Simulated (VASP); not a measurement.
# Nb (Fm-3m) in VASP: a series of runs, part 2 of 2

VASP 6.6.1. The steps go on from the part before.

**3. Single point, PBEsol (volume scaled by 0.95)**

Contents of INCAR:

```
PREC = Accurate
ENCUT = 520
EDIFF = 1E-6
ISMEAR = -1
SIGMA = 0.08
LREAL = False
LASPH = True
NELM = 80
ALGO = Normal
ISIF = 2
LWAVE = False
LCHARG = False
GGA = PS
NBANDS = 12
```

Contents of KPOINTS:

```
regular mesh
0
Gamma
  13 13 13
```

Contents of POSCAR:

```
Nb
1.0
    0.0000000000      2.0791456158      2.0791456158
    2.0791456158      0.0000000000      2.0791456158
    2.0791456158      2.0791456158      0.0000000000
Nb
1
Direct
    0.0000000000      0.0000000000      0.0000000000
```

Potentials or basis: VASP PAW PBE potentials, release 64 (Nb_sv).

Command:

```sh
$ cat potpaw_PBE.64/Nb_sv/POTCAR > POTCAR
$ mpirun -np 1 vasp_std > vasp.out
```

It took 19 s on 1 thread of Intel Xeon 8259CL, shared host; peak memory 0.15 GiB.

Results (log left out):

| Quantity | Value |
| --- | --- |
| Free energy | -10.6191 eV |
| Pressure | 1.6 GPa |

Levels at points of the mesh, in eV from the Fermi level:
```csv
k point,band 3,band 4,band 5,band 6,band 7,band 8,band 9,band 10
"(0.00, 0.00, 0.00)",-29.95,-29.95,-6.34,0.09,0.09,0.09,2.84,2.84
```

Caveat: the PAW data sets were made with another functional, which shifts forces and pressure a little.

**4. Single point, PBEsol (volume scaled by 0.975)**

Contents of INCAR:

```
  ALGO = Normal
  EDIFF = 1E-7
  ENCUT = 520
  GGA = PS
  ISIF = 2
  ISMEAR = -1
  LASPH = T
  LCHARG = F
  LREAL = F
  LWAVE = F
  NBANDS = 12
  NELM = 100
  PREC = Accurate
  SIGMA = 0.08
```

Contents of KPOINTS:

```
k-points
0
Gamma
  13 13 13
```

Contents of POSCAR:

```
Nb
1.0
    0.0000000000      2.0972260504      2.0972260504
    2.0972260504      0.0000000000      2.0972260504
    2.0972260504      2.0972260504      0.0000000000
Nb
1
Direct
    0.0000000000      0.0000000000      0.0000000000
```

Potentials or basis: VASP PAW PBE potentials, release 64 (Nb_sv).

Command:

```sh
$ cat potpaw_PBE.64/Nb_sv/POTCAR > POTCAR
$ mpirun -np 1 vasp_std > vasp.out
```

OUTCAR:

```text
EDIFF = 1E-7
   ENCUT = 520
   GGA = PS
   ISIF = 2
   ISMEAR = -1
   LASPH = T
   LREAL = F
   NELM = 100
   PREC = Accurate

 ion  position               nearest neighbor table
   1  0.000  0.000  0.000-

  LATTYP: Found a face centered cubic cell.
 ALAT       =     4.1944521008

  Lattice vectors:

 A1 = (   0.0000000000,   2.0972260504,   2.0972260504)
 A2 = (   2.0972260504,   0.0000000000,   2.0972260504)
 A3 = (   2.0972260504,   2.0972260504,   0.0000000000)

[... 537 lines left out ...]
     12      24.6914      0.00000

 [... further k-points ...]

------------------------ aborting loop because EDIFF is reached ----------------------------------------

  FORCE on cell =-STRESS in cart. coord.  units (eV):
  Direction    XX          YY          ZZ          XY          YZ          ZX
  --------------------------------------------------------------------------------------
  -------------------------------------------------------------------------------------
  Total       -0.3346408     -0.3346408     -0.3346408      0.0000000      0.0000000     -0.0000000
  in kB      -29.0618849    -29.0618849    -29.0618849      0.0000000      0.0000000     -0.0000000
  external PRESSURE =     -29.0618849 kB  Pullay stress =       0.0000000 kB

 VOLUME and BASIS-vectors are now :
 -----------------------------------------------------------------------------
  energy-cutoff  :      520.00
  volume of cell :       18.45
      direct lattice vectors                 reciprocal lattice vectors
     0.000000000  2.097226050  2.097226050    -0.238410161  0.238410161  0.238410161
     2.097226050  0.000000000  2.097226050     0.238410161 -0.238410161  0.238410161
     2.097226050  2.097226050  0.000000000     0.238410161  0.238410161 -0.238410161

 POSITION                                       TOTAL-FORCE (eV/Angst)
 -----------------------------------------------------------------------------------
      0.00000      0.00000      0.00000         0.000000      0.000000      0.000000
 -----------------------------------------------------------------------------------
    total drift:                                0.000000     -0.000000     -0.000000

  FREE ENERGIE OF THE ION-ELECTRON SYSTEM (eV)
  ---------------------------------------------------
  free  energy   TOTEN  =       -10.6173906278 eV

  energy  without entropy=      -10.5844663200  energy(sigma->0) =      -10.60092847
```

stdout:

```text
POSCAR found type information on POSCAR Nb
 POSCAR found :  1 types and       1 ions
 scaLAPACK will be used
 -----------------------------------------------------------------------------
|                                                                             |
|                                                                             |
|     You enforced a specific xc type in the INCAR file but a different       |
|     I HOPE YOU KNOW WHAT YOU ARE DOING!                                     |
|                                                                             |
 -----------------------------------------------------------------------------

 LDA part: xc-table for (Slater+PW92), standard interpolation
 POSCAR, INCAR and KPOINTS ok, starting setup
 FFT: planning ... GRIDC
 FFT: planning ... GRID_SOFT
 FFT: planning ... GRID
 WAVECAR not read
 entering main loop
```

It took 24 s on 1 thread of Intel Xeon 8259CL, shared host; peak memory 0.15 GiB.

Results:

- Free energy: -10.6174 eV
- Pressure: -2.9 GPa

Caveat: the PAW data sets were made with another functional, which shifts forces and pressure a little.

**5. Single point, PBEsol (volume scaled by 0.96)**

Contents of INCAR:

```
SYSTEM = Nb
PREC = Accurate ; ENCUT = 520
EDIFF = 1E-6 ; ISMEAR = -1
SIGMA = 0.08 ; LREAL = .FALSE.
LASPH = .TRUE. ; NELM = 60
ALGO = Normal ; ISIF = 2
LWAVE = .FALSE. ; LCHARG = .FALSE.
GGA = PS ; NBANDS = 12
```

Contents of KPOINTS:

```
Automatic mesh
0
G
  13 13 13
  0 0 0
```

Contents of POSCAR:

```
Nb
1.0
    0.0000000000      2.0864154149      2.0864154149
    2.0864154149      0.0000000000      2.0864154149
    2.0864154149      2.0864154149      0.0000000000
Nb
1
Direct
    0.0000000000      0.0000000000      0.0000000000
```

Potentials or basis: VASP PAW PBE potentials, release 64 (Nb_sv).

Command:

```sh
$ cat potpaw_PBE.64/Nb_sv/POTCAR > POTCAR
$ mpirun -np 1 vasp_std > vasp.out
```

OUTCAR:

```text
SYSTEM = Nb
   PREC = Accurate
   ENCUT = 520
   EDIFF = 1E-6
   ISMEAR = -1
   LREAL = .FALSE.
   LASPH = .TRUE.
   NELM = 60
   ISIF = 2
   GGA = PS

 ion  position               nearest neighbor table
   1  0.000  0.000  0.000-

  LATTYP: Found a face centered cubic cell.
 ALAT       =     4.1728308298

  Lattice vectors:

 A1 = (   0.0000000000,   2.0864154149,   2.0864154149)
 A2 = (   2.0864154149,   0.0000000000,   2.0864154149)
[... 539 lines left out ...]
     12      24.9981      0.00000

 [... further k-points ...]

------------------------ aborting loop because EDIFF is reached ----------------------------------------

  FORCE on cell =-STRESS in cart. coord.  units (eV):
  Direction    XX          YY          ZZ          XY          YZ          ZX
  --------------------------------------------------------------------------------------
  -------------------------------------------------------------------------------------
  Total       -0.0332729     -0.0332729     -0.0332729      0.0000000      0.0000000      0.0000000
  in kB       -2.9347318     -2.9347318     -2.9347318      0.0000000      0.0000000      0.0000000
  external PRESSURE =      -2.9347318 kB  Pullay stress =       0.0000000 kB

 VOLUME and BASIS-vectors are now :
 -----------------------------------------------------------------------------
  energy-cutoff  :      520.00
  volume of cell :       18.16
      direct lattice vectors                 reciprocal lattice vectors
     0.000000000  2.086415415  2.086415415    -0.239645469  0.239645469  0.239645469
     2.086415415  0.000000000  2.086415415     0.239645469 -0.239645469  0.239645469
     2.086415415  2.086415415  0.000000000     0.239645469  0.239645469 -0.239645469

 POSITION                                       TOTAL-FORCE (eV/Angst)
 -----------------------------------------------------------------------------------
      0.00000      0.00000      0.00000         0.000000      0.000000      0.000000
 -----------------------------------------------------------------------------------
    total drift:                               -0.000000      0.000000      0.000000

  FREE ENERGIE OF THE ION-ELECTRON SYSTEM (eV)
  ---------------------------------------------------
  free  energy   TOTEN  =       -10.6200156910 eV

  energy  without entropy=      -10.5871267778  energy(sigma->0) =      -10.60357123
```

OSZICAR:

```text
N       E                     dE             d eps       ncg     rms          rms(c)
DAV:   1     0.119355891127E+03    0.11936E+03   -0.73496E+03  2016   0.108E+03
DAV:   2    -0.630785630285E+01   -0.12566E+03   -0.12141E+03  2224   0.391E+02
DAV:   3    -0.108348949948E+02   -0.45270E+01   -0.43407E+01  2956   0.662E+01
DAV:   4    -0.111288743980E+02   -0.29398E+00   -0.29173E+00  2896   0.151E+01
DAV:   5    -0.111368720038E+02   -0.79976E-02   -0.79948E-02  2948   0.212E+00    0.715E+00
DAV:   6    -0.106766389786E+02    0.46023E+00   -0.69436E-01  3220   0.103E+01    0.253E+00
DAV:   7    -0.106163402634E+02    0.60299E-01   -0.21274E-01  3308   0.560E+00    0.101E+00
DAV:   8    -0.106199503355E+02   -0.36101E-02   -0.13549E-02  2368   0.151E+00    0.458E-02
DAV:   9    -0.106199997815E+02   -0.49446E-04   -0.89186E-04  3368   0.320E-01    0.377E-02
DAV:  10    -0.106200165083E+02   -0.16727E-04   -0.14607E-05  2412   0.481E-02    0.162E-02
DAV:  11    -0.106200156910E+02    0.81733E-06   -0.91156E-06  2688   0.500E-02
   1 F= -.10620016E+02 E0= -.10603571E+02  d E =-.328889E-01
```

stdout:

```text
POSCAR found type information on POSCAR Nb
 POSCAR found :  1 types and       1 ions
 scaLAPACK will be used
 -----------------------------------------------------------------------------
|                                                                             |
|                                                                             |
|     You enforced a specific xc type in the INCAR file but a different       |
|     I HOPE YOU KNOW WHAT YOU ARE DOING!                                     |
|                                                                             |
 -----------------------------------------------------------------------------

 LDA part: xc-table for (Slater+PW92), standard interpolation
 POSCAR, INCAR and KPOINTS ok, starting setup
 FFT: planning ... GRIDC
 FFT: planning ... GRID_SOFT
 FFT: planning ... GRID
 WAVECAR not read
 entering main loop
```

Run time: 20 s. Hardware: 1 thread of Intel Xeon 8259CL, shared host; peak memory 0.15 GiB.

What came out:

- Free energy: -10.6200 eV
- Pressure: -0.3 GPa

Levels at points of the mesh, in eV from the Fermi level:
| k point | band 4 | band 5 | band 6 | band 7 | band 8 | band 9 |
| --- | --- | --- | --- | --- | --- | --- |
| (0.00, 0.00, 0.00) | -29.99 | -6.31 | 0.10 | 0.10 | 0.10 | 2.81 |

Caveat: the PAW data sets were made with another functional, which shifts forces and pressure a little.

**6. Summary**

| cell | gap on the mesh (eV) | pressure (GPa) |
| --- | --- | --- |
| a = 2.971 Å, angles 60.0°, 1 atom | none | -3.8 |
| a = 2.940 Å, angles 60.0°, 1 atom | none | 1.6 |
| a = 2.966 Å, angles 60.0°, 1 atom | none | -2.9 |
| a = 2.951 Å, angles 60.0°, 1 atom | none | -0.3 |

Alike in all rows: task single point; level PBEsol; potentials or basis VASP PAW PBE potentials, release 64 (Nb_sv); no spin polarisation; k mesh 13 × 13 × 13; cutoff (eV) 520; smearing fermi-dirac 0.08 eV.

Caveats: the PAW data sets were made with another functional, which shifts forces and pressure a little.

Absolute energies hang on the potentials; compare differences alone.
